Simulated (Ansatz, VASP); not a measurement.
**Two plane-wave programs on MoRu2**

```
CELL_PARAMETERS angstrom
0.00000 2.93908 2.93908
2.93908 0.00000 2.93908
2.93908 2.93908 0.00000
ATOMIC_POSITIONS crystal
Mo 0.00000 0.00000 0.00000
Ru 0.25000 0.25000 0.25000
Ru 0.75000 0.75000 0.75000
```

Change from the starting cell: species swapped into the ErH2 type (Fm-3m, No. 225).

Alike in both runs: functional PBE; k mesh 6 × 6 × 6; occupations gaussian, width 0.1 eV; no spin polarisation.

Ansatz relaxed the structure, and its values are those at the end. VASP's run is a single point on that final structure, the one shown.

```csv
,VASP,Ansatz
version,VASP 6.6.1,Ansatz 0.2.0
potentials or method,"VASP PAW PBE potentials, release 64 (Mo_sv, Ru_pv), cutoff 500 eV","scalar-relativistic, plane waves, PAW"
valence electrons in the cell,42,46
```

VASP gave:

```
gap on the k mesh at the Fermi level (eV) : none
pressure (GPa)                            : 0.4
```

Problem. What did Ansatz give for the same quantities?

Solution. gap on the k mesh at the Fermi level (eV): none; pressure (GPa): 0.1.

A gap of «none» marks a metal or a gap that the smearing closes. VASP's potentials hold 42 valence electrons a cell and Ansatz's 46, so a difference there can come from the potentials and not from the codes.
